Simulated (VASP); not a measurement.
Wanted: the native input for a VASP 6.6.1 run.

- Task: single point
- Functional: PBEsol
- Potentials or basis: VASP PAW PBE potentials, release 64 (K_sv, Cl)
- Cutoff: 520 eV
- k mesh: 7 × 7 × 7
- Occupations: fermi-dirac, width 0.05 eV
- Spin: no spin polarisation
- Dipole correction: no
- Further INCAR settings: ALGO = Normal; EDIFF = 1e-06; NBANDS = 15

The structure of KCl (Sylvite) lies in POSCAR:

```
KCl
1.0
    0.0000000000      3.1212784384      3.1212784384
    3.1212784384      0.0000000000      3.1212784384
    3.1212784384      3.1212784384      0.0000000000
K Cl
1 1
Direct
    0.0000000000      0.0000000000      0.0000000000
    0.5000000000      0.5000000000      0.5000000000
```

The input as run:

INCAR

```
SYSTEM = KCl
PREC = Accurate
ENCUT = 520
EDIFF = 1E-6
ISMEAR = -1
SIGMA = 0.05
LREAL = .False.
LASPH = .True.
NELM = 80
ALGO = Normal
ISIF = 2
LWAVE = .False.
LCHARG = .True.
GGA = PS
LELF = .True.
LVHAR = .True.
NBANDS = 15
```

KPOINTS

```
Automatic mesh
0
Gamma
  7 7 7
  0 0 0
```

Potentials or basis: VASP PAW PBE potentials, release 64 (K_sv, Cl).

The run is started by

```bash
$ cat potpaw_PBE.64/K_sv/POTCAR potpaw_PBE.64/Cl/POTCAR > POTCAR
$ mpirun -np 1 vasp_std > vasp.out
```

Results of the run:

* Pressure: 0.1 GPa
* Band gap on the k mesh: 5.10 eV, direct

Caveat: the PAW data sets were made with another functional, which shifts forces and pressure a little.

It took 14 s on 1 thread of Intel(R) Xeon(R) 6975P-C (Granite Rapids) (shared host), peak memory 0.2 GiB.
